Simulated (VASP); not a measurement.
# TiO (P-6m2) in VASP: notebook

TiO is run at these levels: r2SCAN; tasks: single point.

Program: VASP 6.6.1. These are calculated values, not measurements. Logs are shortened: lines on timing, memory, paths and dates and some standing lists are left out, and cuts for length are marked.

**1. The cell of the first run**

The structure is hexagonal, space group P-6m2 (No. 187). Conventional cell: a = 3.073 Å, b = 3.073 Å, c = 3.151 Å, α = 90.00°, β = 90.00°, γ = 120.00°. Ti (site symmetry -6m2) has 6 O at 2.37 Å and 8 Ti at 3.07 to 3.15 Å within 3.2 Å. Within 3.2 Å of O (site symmetry -6m2) lie 6 Ti at 2.37 Å and 8 O at 3.07 to 3.15 Å.

**2. Single point, r2SCAN**

Contents of POSCAR:

```
TiO
1.0
    3.0725243918      0.0000000000      0.0000000000
   -1.5362621959      2.6608841770      0.0000000000
    0.0000000000      0.0000000000      3.1507752642
Ti O
1 1
Direct
    0.6666666667      0.3333333333      0.0000000000
    0.0000000000      0.0000000000      0.5000000000
```

Contents of INCAR.step1:

```
SYSTEM = TiO
  PREC = Accurate
  ENCUT = 520
  ISMEAR = 0
  SIGMA = 0.03
  LREAL = .FALSE.
  LASPH = .TRUE.
  NELM = 80
  NBANDS = 16
  GGA = PE
  ALGO = Normal
  EDIFF = 1E-4
  LWAVE = .TRUE.
  LCHARG = .FALSE.
```

Contents of INCAR.step2:

```
SYSTEM = TiO
  PREC = Accurate
  ENCUT = 520
  EDIFF = 1E-7
  ISMEAR = 0
  SIGMA = 0.03
  LREAL = .FALSE.
  LASPH = .TRUE.
  NELM = 80
  ALGO = Normal
  ISIF = 2
  LWAVE = .FALSE.
  LCHARG = .FALSE.
  METAGGA = R2SCAN
  LMIXTAU = .TRUE.
  NBANDS = 16
  ISTART = 1
```

Contents of KPOINTS:

```
regular mesh
0
G
  12 12 12
  0 0 0
```

Potentials or basis: VASP PAW PBE potentials, release 64 (Ti_sv, O).

On the command line:

```console
cat potpaw_PBE.64/Ti_sv/POTCAR potpaw_PBE.64/O/POTCAR > POTCAR
cp INCAR.step1 INCAR
mpirun -np 1 vasp_std > vasp.out
cp INCAR.step2 INCAR
mpirun -np 1 vasp_std > vasp.out
```

OUTCAR:

```text
SYSTEM = TiO
   PREC = Accurate
   ENCUT = 520
   EDIFF = 1E-7
   ISMEAR = 0
   LREAL = .FALSE.
   LASPH = .TRUE.
   NELM = 80
   ISIF = 2
   METAGGA = R2SCAN
   ISTART = 1

 ion  position               nearest neighbor table
   1  0.667  0.333  0.000-   2 2.37   2 2.37   2 2.37   2 2.37   2 2.37   2 2.37
   2  0.000  0.000  0.500-   1 2.37   1 2.37   1 2.37   1 2.37   1 2.37   1 2.37

  LATTYP: Found a hexagonal cell.
 ALAT       =     3.0725243918
 C/A-ratio  =     1.0254679418

  Lattice vectors:

 A1 = (   3.0725243918,   0.0000000000,   0.0000000000)
 A2 = (  -1.5362621959,   2.6608841770,   0.0000000000)
 A3 = (   0.0000000000,   0.0000000000,   3.1507752642)

Analysis of symmetry for initial positions (statically):
=====================================================================
 Subroutine PRICEL returns:
 Original cell was already a primitive cell.

 Routine SETGRP: Setting up the symmetry group for a
 hexagonal supercell.

 Subroutine GETGRP returns: Found 12 space group operations
 (whereof 12 operations were pure point group operations)
 out of a pool of 24 trial point group operations.

The static configuration has the point symmetry D_3h.

Analysis of symmetry for dynamics (positions and initial velocities):
=====================================================================
 Subroutine PRICEL returns:
 Original cell was already a primitive cell.

 Routine SETGRP: Setting up the symmetry group for a
 hexagonal supercell.

 Subroutine GETGRP returns: Found 12 space group operations
 (whereof 12 operations were pure point group operations)
 out of a pool of 24 trial point group operations.

The dynamic configuration has the point symmetry D_3h.

 Subroutine INISYM returns: Found 12 space group operations
 (whereof 12 operations are pure point group operations),
 and found     1 'primitive' translations

----------------------------------------------------------------------------------------

                                     Primitive cell

  volume of cell :      25.7596

  direct lattice vectors                    reciprocal lattice vectors
     3.072524392  0.000000000  0.000000000     0.325465276  0.187907465  0.000000000
    -1.536262196  2.660884177  0.000000000     0.000000000  0.375814930  0.000000000
     0.000000000  0.000000000  3.150775264     0.000000000  0.000000000  0.317382205

  length of vectors
     3.072524392  3.072524392  3.150775264     0.375814930  0.375814930  0.317382205

  position of ions in fractional coordinates (direct lattice)
     0.666666667  0.333333333  0.000000000
     0.000000000  0.000000000  0.500000000

  ion indices of the primitive-cell ions
   primitive index   ion index
                 1           1
                 2           2

----------------------------------------------------------------------------------------

 KPOINTS: regular mesh

Automatic generation of k-mesh.
 Grid dimensions read from file:
 generate k-points for:   12   12   12

 Generating k-lattice:

  Cartesian coordinates                     Fractional coordinates (reciprocal lattice)
     0.027122106  0.015658955  0.000000000     0.083333333 -0.000000000  0.000000000
     0.000000000  0.031317911  0.000000000     0.000000000  0.083333333  0.000000000
     0.000000000  0.000000000  0.026448517     0.000000000  0.000000000  0.083333333

  Length of vectors
     0.031317911  0.031317911  0.026448517

  Shift w.r.t. Gamma in fractional coordinates (k-lattice)
     0.000000000  0.000000000  0.000000000

 Subroutine IBZKPT returns following result:
 ===========================================

 Found    133 irreducible k-points:

 Following reciprocal coordinates:
            Coordinates               Weight
  0.000000  0.000000  0.000000      1.000000
  0.083333  0.000000  0.000000      6.000000
  0.166667  0.000000  0.000000      6.000000
  0.250000  0.000000  0.000000      6.000000
  0.333333  0.000000  0.000000      6.000000
  0.416667  0.000000  0.000000      6.000000
[... 16 lines left out ...]
  0.250000  0.000000  0.083333     12.000000
  0.333333  0.000000  0.083333     12.000000
 [... further k-points ...]
   k-points           NKPTS =    133   k-points in BZ     NKDIM =    133   number of bands    NBANDS=     16
   number of dos      NEDOS =    301   number of ions     NIONS =      2
   total plane-waves  NPLWV =  13824
   dimension x,y,z NGX =    24 NGY =   24 NGZ =   24
   dimension x,y,z NGXF=    48 NGYF=   48 NGZF=   48
   ions per type =               1   1
   NGX,Y,Z   is equivalent  to a cutoff of  12.99, 12.99, 12.66 a.u.
   NGXF,Y,Z  is equivalent  to a cutoff of  25.97, 25.97, 25.33 a.u.
 SYSTEM =  TiO
   PREC   = accura    normal or accurate (medium, high low for compatibility)
   ISTART =      1    job   : 0-new  1-cont  2-samecut
   ICHARG =      0    charge: 1-file 2-atom 10-const
   ISPIN  =      1    spin polarized calculation?
   LNONCOLLINEAR =      F non collinear calculations
[... 28 lines left out ...]
   LORBIT       =      0    0 simple, 1 ext, 2 COOP (PROOUT), +10 PAW based schemes
   METAGGA = R2SCAN    functional components
   LHFCALC =     F    Hartree Fock is set to
   AEXX    =    0.0000 exact exchange contribution
   IVDW    =     0    specifies the selected vdW correction
   LEPSILON=     F    determine dielectric tensor
   LRPA    =     F    only Hartree local field effects (RPA)
 non-spin polarized calculation
 Gauss-broadening in eV      SIGMA  =   0.03
  energy-cutoff  :      520.00
  volume of cell :       25.76
 maximum number of plane-waves:       708
 NGX is ok and might be reduce to    24

 number of electron      17.9999992 magnetization

 Free energy of the ion-electron system (eV)
  ---------------------------------------------------
  ext. energy  EPLUGINS =         0.00000000
  ---------------------------------------------------
  free energy    TOTEN  =       -23.35889141 eV

  energy without entropy =      -23.35885977  energy(sigma->0) =      -23.35887559

 E-fermi :   7.7884     XC(G=0): -11.9748

 val. band max:        7.7459858182   @ k =   0.0000   0.0000   0.4167
 cond. band min:       7.7921861731   @ k =   0.0000   0.0000   0.5000
 fundamental gap:      0.0462003549
 Fermi energy:         7.7883647725

 k-point     1 :       0.0000    0.0000    0.0000
  band No.  band energies     occupation
      1     -52.7717      2.00000
      2     -27.9810      2.00000
      3     -27.7389      2.00000
      4     -27.7388      2.00000
      5     -13.3556      2.00000
      6       3.0002      2.00000
[... 8 lines left out ...]
     15      20.8267      0.00000
     16      23.3178      0.00000

 k-point     2 :       0.0833    0.0000    0.0000
  band No.  band energies     occupation
      1     -52.7688      2.00000
      2     -27.9782      2.00000
      3     -27.7612      2.00000
      4     -27.7437      2.00000
      5     -13.3115      2.00000
      6       2.9579      2.00000
[... 8 lines left out ...]
     15      20.7818      0.00000
     16      22.9792      0.00000

 k-point     3 :       0.1667    0.0000    0.0000
  band No.  band energies     occupation
      1     -52.7611      2.00000
      2     -27.9706      2.00000
      3     -27.8218      2.00000
      4     -27.7571      2.00000
      5     -13.1907      2.00000
      6       2.3262      2.00000
[... 8 lines left out ...]
     15      20.5179      0.00000
     16      22.0179      0.00000

 k-point     4 :       0.2500    0.0000    0.0000
  band No.  band energies     occupation
      1     -52.7504      2.00000
      2     -27.9602      2.00000
      3     -27.9037      2.00000
      4     -27.7753      2.00000
      5     -13.0226      2.00000
      6       1.6153      2.00000
[... 8 lines left out ...]
     15      19.6645      0.00000
     16      21.5498      0.00000
[... 324 lines left out ...]
 k-point    22 :       0.1667    0.0000    0.0833
  band No.  band energies     occupation
      1     -52.7600      2.00000
      2     -27.9835      2.00000
      3     -27.8203      2.00000
      4     -27.7561      2.00000
      5     -13.1639      2.00000
      6       2.3023      2.00000
[... 8 lines left out ...]
     15      20.4374      0.00000
     16      21.5756      0.00000

 k-point    23 :       0.2500    0.0000    0.0833
  band No.  band energies     occupation
      1     -52.7494      2.00000
      2     -27.9727      2.00000
      3     -27.9015      2.00000
      4     -27.7743      2.00000
      5     -13.0034      2.00000
      6       1.6401      2.00000
[... 8 lines left out ...]
     15      19.7123      0.00000
     16      20.9968      0.00000

 k-point    24 :       0.3333    0.0000    0.0833
  band No.  band energies     occupation
      1     -52.7387      2.00000
      2     -27.9830      2.00000
      3     -27.9605      2.00000
      4     -27.7924      2.00000
      5     -12.8397      2.00000
      6       1.0541      2.00000
[... 8 lines left out ...]
     15      18.3735      0.00000
     16      21.0809      0.00000

 [... further k-points ...]

------------------------ aborting loop because EDIFF is reached ----------------------------------------

  FORCE on cell =-STRESS in cart. coord.  units (eV):
  Direction    XX          YY          ZZ          XY          YZ          ZX
  --------------------------------------------------------------------------------------
  -------------------------------------------------------------------------------------
  Total       -5.7729686     -5.7729686     -7.3179275      0.0000000     -0.0000000      0.0000000
  in kB     -359.0633192   -359.0633191   -455.1556582      0.0000000     -0.0000000      0.0000000
  external PRESSURE =    -391.0940988 kB  Pullay stress =       0.0000000 kB

 VOLUME and BASIS-vectors are now :
 -----------------------------------------------------------------------------
  energy-cutoff  :      520.00
  volume of cell :       25.76
      direct lattice vectors                 reciprocal lattice vectors
     3.072524392  0.000000000  0.000000000     0.325465276  0.187907465  0.000000000
    -1.536262196  2.660884177  0.000000000     0.000000000  0.375814930  0.000000000
     0.000000000  0.000000000  3.150775264     0.000000000  0.000000000  0.317382205

 POSITION                                       TOTAL-FORCE (eV/Angst)
 -----------------------------------------------------------------------------------
      1.53626      0.88696      0.00000         0.000000     -0.000000      0.000000
      0.00000      0.00000      1.57539        -0.000000      0.000000      0.000000
 -----------------------------------------------------------------------------------
    total drift:                               -0.000000      0.000000      0.000000

  FREE ENERGIE OF THE ION-ELECTRON SYSTEM (eV)
  ---------------------------------------------------
  free  energy   TOTEN  =       -23.3588914118 eV

  energy  without entropy=      -23.3588597682  energy(sigma->0) =      -23.35887559
```

It took 3.4 min on 1 thread of Intel Xeon 8259CL, shared host; peak memory 0.19 GiB.

What came out:

```yaml
Free_energy: -23.3589 eV
Pressure: -39.1 GPa
Band_gap_on_the_k_mesh: zero (filled and empty bands touch)
```

Stress tensor (GPa, compression positive):
```
-35.91   0.00   0.00
  0.00 -35.91   0.00
  0.00   0.00 -45.52
```

Caveat: the cell stands under tension; the PAW data sets were made with another functional, which shifts forces and pressure a little; semilocal functionals often make such compounds metallic where correlation or magnetic order opens a gap, which also shifts bond lengths.

**3. Single point, r2SCAN**

This run uses another cell than the first one, of the same volume but with other edges.

Contents of POSCAR:

```
TiO
1.0
    2.9821030754      0.0000000000      0.0000000000
   -1.4910515377      2.5825770200      0.0000000000
    0.0000000000      0.0000000000      3.3447433939
Ti O
1 1
Direct
    0.6666666667      0.3333333333      0.0000000000
    0.0000000000      0.0000000000      0.5000000000
```

Contents of INCAR.step1:

```
PREC = Accurate ; ENCUT = 520
ISMEAR = 0 ; SIGMA = 0.03
LREAL = False ; LASPH = True
NELM = 80 ; NBANDS = 16
GGA = PE ; ALGO = Normal
EDIFF = 1E-4 ; LWAVE = True
LCHARG = False
```

Contents of INCAR.step2:

```
PREC = Accurate ; ENCUT = 520
EDIFF = 1E-7 ; ISMEAR = 0
SIGMA = 0.03 ; LREAL = False
LASPH = True ; NELM = 80
ALGO = Normal ; ISIF = 2
LWAVE = False ; LCHARG = False
METAGGA = R2SCAN ; LMIXTAU = True
NBANDS = 16 ; ISTART = 1
```

Contents of KPOINTS:

```
Automatic mesh
0
Gamma
  12 12 12
```

Potentials or basis: VASP PAW PBE potentials, release 64 (Ti_sv, O).

On the command line:

```console
cat potpaw_PBE.64/Ti_sv/POTCAR potpaw_PBE.64/O/POTCAR > POTCAR
cp INCAR.step1 INCAR
mpirun -np 1 vasp_std > vasp.out
cp INCAR.step2 INCAR
mpirun -np 1 vasp_std > vasp.out
```

Wall time 4.8 min (1 thread of Intel Xeon 8259CL, shared host); peak memory 0.19 GiB.

The run converged. Its results:

| Quantity | Value |
| --- | --- |
| Free energy | -23.1441 eV |
| Pressure | -39.0 GPa |
| Band gap on the k mesh | 0.21 eV (least direct gap 0.47 eV) |

Stress tensor (GPa, compression positive):
```
-27.04   0.00   0.00
  0.00 -27.04   0.00
  0.00   0.00 -62.85
```

Levels at points of the mesh, in eV from the valence-band top:
```tsv
k point	band 7	band 8	band 9	band 10	band 11	band 12
(0.00, 0.00, 0.00)	-3.51	-3.51	-2.56	1.05	1.05	1.38
(0.50, 0.00, 0.00)	-5.12	-3.61	-1.65	1.48	1.83	2.14
(0.00, 0.00, 0.50)	-3.29	-3.29	-0.26	0.21	0.21	2.03
(0.50, 0.00, 0.50)	-5.94	-4.27	-0.98	1.27	1.89	2.43
```

Caveat: the cell stands under tension; the PAW data sets were made with another functional, which shifts forces and pressure a little.

**4. Single point, r2SCAN**

This run uses another cell than the first one, of the same volume but with other edges.

Contents of POSCAR:

```
TiO
1.0
    3.2650443740      0.0000000000      0.0000000000
   -1.6325221869      2.8276113723      0.0000000000
    0.0000000000      0.0000000000      2.7901652784
Ti O
1 1
Direct
    0.6666666667      0.3333333333      0.0000000000
    0.0000000000      0.0000000000      0.5000000000
```

Contents of INCAR.step1:

```
SYSTEM = TiO
PREC = Accurate
ENCUT = 520
ISMEAR = 0
SIGMA = 0.03
LREAL = .False.
LASPH = .True.
NELM = 80
NBANDS = 16
GGA = PE
ALGO = Normal
EDIFF = 1E-4
LWAVE = .True.
LCHARG = .False.
```

Contents of INCAR.step2:

```
SYSTEM = TiO
PREC = Accurate
ENCUT = 520
EDIFF = 1E-6
ISMEAR = 0
SIGMA = 0.03
LREAL = .False.
LASPH = .True.
NELM = 80
ALGO = Normal
ISIF = 2
LWAVE = .False.
LCHARG = .False.
METAGGA = R2SCAN
LMIXTAU = .True.
NBANDS = 16
ISTART = 1
```

Contents of KPOINTS:

```
regular mesh
0
Gamma
  12 12 12
  0 0 0
```

On the command line:

```console
cat potpaw_PBE.64/Ti_sv/POTCAR potpaw_PBE.64/O/POTCAR > POTCAR
cp INCAR.step1 INCAR
mpirun -np 1 vasp_std > vasp.out
cp INCAR.step2 INCAR
mpirun -np 1 vasp_std > vasp.out
```

It took 2.9 min on 1 thread of Intel Xeon 8259CL, shared host; peak memory 0.19 GiB.

The run converged. Its results:

- Free energy: -23.1117 eV
- Pressure: -35.2 GPa
- Band gap on the k mesh: zero (bands 9 and 10 overlap by 0.67 eV)

Stress tensor (GPa, compression positive):
```
-46.18   0.00   0.00
  0.00 -46.18   0.00
  0.00   0.00 -13.17
```

Levels at points of the mesh, in eV from the Fermi level:
```csv
k point,band 5,band 6,band 7,band 8,band 9,band 10,band 11,band 12,band 13,band 14
"(0.00, 0.00, 0.00)",-21.36,-5.44,-5.44,-3.94,-2.11,-0.29,1.56,1.56,2.00,2.00
"(0.50, 0.00, 0.00)",-20.85,-7.52,-5.18,-4.41,-1.84,0.65,1.75,1.82,2.50,5.09
"(0.00, 0.00, 0.50)",-20.53,-7.83,-4.96,-4.96,0.26,0.26,1.24,1.24,1.49,5.13
"(0.50, 0.00, 0.50)",-20.53,-6.93,-6.34,-5.78,-0.16,1.05,1.78,2.31,2.46,7.01
```

Caveat: the cell stands under tension; the PAW data sets were made with another functional, which shifts forces and pressure a little; semilocal functionals often make such compounds metallic where correlation or magnetic order opens a gap, which also shifts bond lengths.

**5. Single point, r2SCAN**

This run uses another cell than the first one, of the same volume but with other edges.

Contents of POSCAR:

```
TiO
1.0
    2.7771838616      0.0000000000      0.0000000000
   -1.3885919308      2.4051117751      0.0000000000
    0.0000000000      0.0000000000      3.8565488793
Ti O
1 1
Direct
    0.6666666667      0.3333333333      0.0000000000
    0.0000000000      0.0000000000      0.5000000000
```

Contents of INCAR.step1:

```
SYSTEM = TiO
PREC = Accurate ; ENCUT = 520
ISMEAR = 0 ; SIGMA = 0.03
LREAL = .FALSE. ; LASPH = .TRUE.
NELM = 80 ; NBANDS = 16
GGA = PE ; ALGO = Normal
EDIFF = 1E-4 ; LWAVE = .TRUE.
LCHARG = .FALSE.
```

Contents of INCAR.step2:

```
SYSTEM = TiO
PREC = Accurate ; ENCUT = 520
EDIFF = 1E-6 ; ISMEAR = 0
SIGMA = 0.03 ; LREAL = .FALSE.
LASPH = .TRUE. ; NELM = 80
ALGO = Normal ; ISIF = 2
LWAVE = .FALSE. ; LCHARG = .FALSE.
METAGGA = R2SCAN ; LMIXTAU = .TRUE.
NBANDS = 16 ; ISTART = 1
```

Contents of KPOINTS:

```
regular mesh
0
G
  12 12 12
  0 0 0
```

On the command line:

```console
cat potpaw_PBE.64/Ti_sv/POTCAR potpaw_PBE.64/O/POTCAR > POTCAR
cp INCAR.step1 INCAR
mpirun -np 1 vasp_std > vasp.out
cp INCAR.step2 INCAR
mpirun -np 1 vasp_std > vasp.out
```

Wall time 4.2 min (1 thread of Intel Xeon 8259CL, shared host); peak memory 0.19 GiB.

Results (log left out):

```
Free energy            : -21.5208 eV
Pressure               : -33.3 GPa
Band gap on the k mesh : zero (bands 9 and 10 overlap by 0.41 eV)
```

Stress tensor (GPa, compression positive):
```
   2.12    0.00    0.00
   0.00    2.12    0.00
   0.00    0.00 -104.13
```

Levels at points of the mesh, in eV from the Fermi level:
| k point | band 7 | band 8 | band 9 | band 10 | band 11 | band 12 |
| --- | --- | --- | --- | --- | --- | --- |
| (0.00, 0.00, 0.00) | -3.12 | -0.91 | -0.91 | 1.23 | 1.23 | 2.71 |
| (0.50, 0.00, 0.00) | -4.07 | -1.84 | -1.19 | 2.17 | 2.25 | 2.94 |
| (0.00, 0.00, 0.50) | -1.14 | -0.64 | -0.64 | 0.64 | 0.64 | 2.93 |
| (0.50, 0.00, 0.50) | -4.28 | -1.71 | -1.20 | 1.07 | 2.29 | 3.09 |

Caveat: the cell stands under tension; the PAW data sets were made with another functional, which shifts forces and pressure a little; semilocal functionals often make such compounds metallic where correlation or magnetic order opens a gap, which also shifts bond lengths.

**6. The runs side by side**

| cell | gap on the mesh (eV) | pressure (GPa) |
| --- | --- | --- |
| a = 3.073, b = 3.073, c = 3.151 Å, angles 90.0, 90.0, 120.0°, 2 atoms | none | -39.1 |
| a = 2.982, b = 2.982, c = 3.345 Å, angles 90.0, 90.0, 120.0°, 2 atoms | 0.21 | -39.0 |
| a = 3.265, b = 3.265, c = 2.790 Å, angles 90.0, 90.0, 120.0°, 2 atoms | none | -35.2 |
| a = 2.777, b = 2.777, c = 3.857 Å, angles 90.0, 90.0, 120.0°, 2 atoms | none | -33.3 |

Alike in all rows: task single point; level r2SCAN; potentials or basis VASP PAW PBE potentials, release 64 (Ti_sv, O); no spin polarisation; k mesh 12 × 12 × 12; cutoff (eV) 520; smearing gaussian 0.03 eV.

Caveats: the cell stands under tension; the PAW data sets were made with another functional, which shifts forces and pressure a little; semilocal functionals often make such compounds metallic where correlation or magnetic order opens a gap, which also shifts bond lengths (at least some runs).

Absolute energies hang on the potentials; compare differences alone.
